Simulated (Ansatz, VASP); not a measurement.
CuI: VASP beside Ansatz

File INCAR:

```
SYSTEM = CuI
ALGO = Normal ; EDIFF = 1E-6
ENCUT = 520 ; GGA = PE
ISIF = 2 ; ISMEAR = 0
LASPH = .TRUE. ; LCHARG = .FALSE.
LREAL = .FALSE. ; LWAVE = .FALSE.
NBANDS = 16 ; NELM = 80
PREC = Accurate ; SIGMA = 0.05
```

KPOINTS

```
k-points
0
G
  8 8 8
  0 0 0
```

Contents of POSCAR:

```
CuI
1.0
    0.0000000000      2.9308115319      3.1759986258
    3.1759986258      0.0000000000      3.1759986258
    3.1759986258      2.9308115319      0.0000000000
Cu I
1 1
Direct
    0.7500000000      0.7500000000      0.7500000000
    0.0000000000      0.0000000000      0.0000000000
```

Input for Ansatz:

```yaml
crystal:
  lattice:
    - [0.0, 2.9308115319, 3.1759986258]
    - [3.1759986258, 0.0, 3.1759986258]
    - [3.1759986258, 2.9308115319, 0.0]
  atoms:
    - { symbol: Cu, position: [0.75, 0.75, 0.75] }
    - { symbol: I, position: [0.0, 0.0, 0.0] }
basis:
  ecutwfc: 520.0
kpoints:
  mp_grid: { grid: [8, 8, 8] }
hamiltonian:
  xc: pbe
scf:
  occupations: { method: gaussian, width: 0.05 }
output:
  forces: true
  stress: true
  eigenvalues: true
  write_density: true
  write_potential: true
  elf: true
  volumetric_format: npy
```

Alike in both runs: task single point; functional PBE; k mesh 8 × 8 × 8; occupations gaussian, width 0.05 eV; no spin polarisation.

|  | VASP | Ansatz |
| --- | --- | --- |
| version | VASP 6.6.1 | Ansatz 0.2.0 |
| potentials or method | VASP PAW PBE potentials, release 64 (Cu, I), cutoff 520 eV | scalar-relativistic, plane waves, PAW |
| valence electrons in the cell | 18 | 36 |

Ansatz gave:

```
gap on the k mesh at the Fermi level (eV)                     : 0.91
least direct gap on the mesh (eV)                             : 0.91
pressure (GPa)                                                : -1.8
traceless stress, the component that is largest in VASP (GPa) : 0.88
```

Estimate VASP's values.

gap on the k mesh at the Fermi level (eV): 0.93; least direct gap on the mesh (eV): 0.93; pressure (GPa): -1.5; traceless stress, the component that is largest in VASP (GPa): 0.87.

The functional is the same, so the differences come from potentials, cutoffs and numerics. VASP's potentials hold 18 valence electrons a cell and Ansatz's 36, so a difference there can come from the potentials and not from the codes.

Spin-orbit coupling is off throughout.
